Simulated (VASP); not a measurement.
A run of VASP 6.6.1 is set up as follows.

Contents of INCAR:

```
SYSTEM = GeSe
PREC     = Accurate       ! precision mode
ENCUT    = 500            ! plane-wave cutoff, eV
EDIFF    = 1E-7           ! SCF threshold, eV
ISMEAR   = -1             ! smearing method
SIGMA    = 0.1            ! smearing width, eV
LREAL    = .FALSE.        ! projectors in reciprocal space
LASPH    = .TRUE.         ! aspherical terms in the spheres
NELM     = 120            ! most SCF steps
ALGO     = Normal         ! electronic algorithm
ISIF     = 3              ! what is computed and relaxed
LWAVE    = .FALSE.        ! write WAVECAR
LCHARG   = .FALSE.        ! write CHGCAR
GGA      = PE             ! functional
IBRION   = 2              ! ionic algorithm
NSW      = 50             ! ionic steps
EDIFFG   = -0.01          ! ionic threshold
GGA_COMPAT= .FALSE.      
NELMIN   = 4
```

KPOINTS

```
regular mesh
0
G
  2 6 4
  0 0 0
```

Contents of POSCAR:

```
GeSe
1.0
   10.7900000000      0.0000000000      0.0000000000
    0.0000000000      3.8200000000      0.0000000000
    0.0000000000      0.0000000000      4.3800000000
Ge Se
4 4
Direct
    0.1210000000      0.7500000000      0.8940000000
    0.3790000000      0.2500000000      0.3940000000
    0.6210000000      0.7500000000      0.6060000000
    0.8790000000      0.2500000000      0.1060000000
    0.8520000000      0.7500000000      0.4970000000
    0.1480000000      0.2500000000      0.5030000000
    0.3520000000      0.7500000000      0.0030000000
    0.6480000000      0.2500000000      0.9970000000
```

Potentials or basis: VASP PAW PBE potentials, release 64 (Ge_d, Se).

Run with:

```console
$ cat potpaw_PBE.64/Ge_d/POTCAR potpaw_PBE.64/Se/POTCAR > POTCAR
$ mpirun -np 1 vasp_std > vasp.out
```

Estimate the relaxed cell.

a = 11.369 Å, b = 3.925 Å, c = 4.409 Å, α = 90.00°, β = 90.00°, γ = 90.00°.

Predict the band gap on the k mesh.

1.00 eV.

Forces in eV/Å, atoms in the order of the input:
```
Ge  -0.005  0.000 -0.002
Ge   0.005  0.000 -0.002
Ge  -0.005  0.000  0.002
Ge   0.005  0.000  0.002
Se   0.004  0.000  0.006
Se  -0.004  0.000 -0.006
Se   0.004  0.000 -0.006
Se  -0.004  0.000  0.006
```

A k mesh can miss the band edges. Zero-point motion and thermal expansion aren't in these numbers.
